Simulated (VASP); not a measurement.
Write the native input for VASP 6.6.1 that does the following.

| Property | Result |
| --- | --- |
| Task | single point |
| Functional | PBE |
| Dispersion | D3(BJ) |
| Potentials or basis | VASP PAW PBE potentials, release 64 (Sb) |
| Cutoff | 520 eV |
| k mesh | 9 × 9 × 1 |
| Occupations | gaussian, width 0.05 eV |
| Spin | no spin polarisation |
| Dipole correction | yes |
| Further INCAR settings | ALGO = Normal; EDIFF = 1e-06; NBANDS = 18 |

The structure of Sb lies in POSCAR:

```
Sb
1.0
    4.0686848921      0.0000000000      0.0000000000
   -2.0343424461      3.5235844766      0.0000000000
    0.0000000000      0.0000000000     20.8000277116
Sb
4
Direct
    0.3333333333      0.6666666666      0.2955428527
    0.6666666667      0.3333333334      0.2163458656
    0.4444444444      1.2222222222      0.5295717271
    0.7777777778      0.8888888889      0.4503758197
```

These files were run (other wordings do the same):

INCAR

```
PREC = Accurate ; ENCUT = 520
EDIFF = 1E-6 ; ISMEAR = 0
SIGMA = 0.05 ; LREAL = F
LASPH = T ; NELM = 100
ALGO = Normal ; ISIF = 2
LWAVE = F ; LCHARG = F
LDIPOL = T ; IDIPOL = 3
DIPOL = 0.5 0.5 0.373 ; GGA = PE
IVDW = 12 ; NBANDS = 18
```

KPOINTS

```
regular mesh
0
Gamma
  9 9 1
```

Potentials or basis: VASP PAW PBE potentials, release 64 (Sb).

The run is started by

```bash
$ cat potpaw_PBE.64/Sb/POTCAR > POTCAR
$ mpirun -np 1 vasp_std > vasp.out
```

It gave:

- Largest force: 0.120 eV/Å
- Band gap on the k mesh: 0.46 eV, indirect (least direct gap 1.26 eV)
- Dispersion energy per atom: -0.315 eV

Caveat: spin-orbit coupling is left out, which moves the levels of the heavy elements.

It took 2.2 min on 1 thread of Intel(R) Xeon(R) Platinum 8559C (Emerald Rapids) (shared host), peak memory 0.42 GiB.
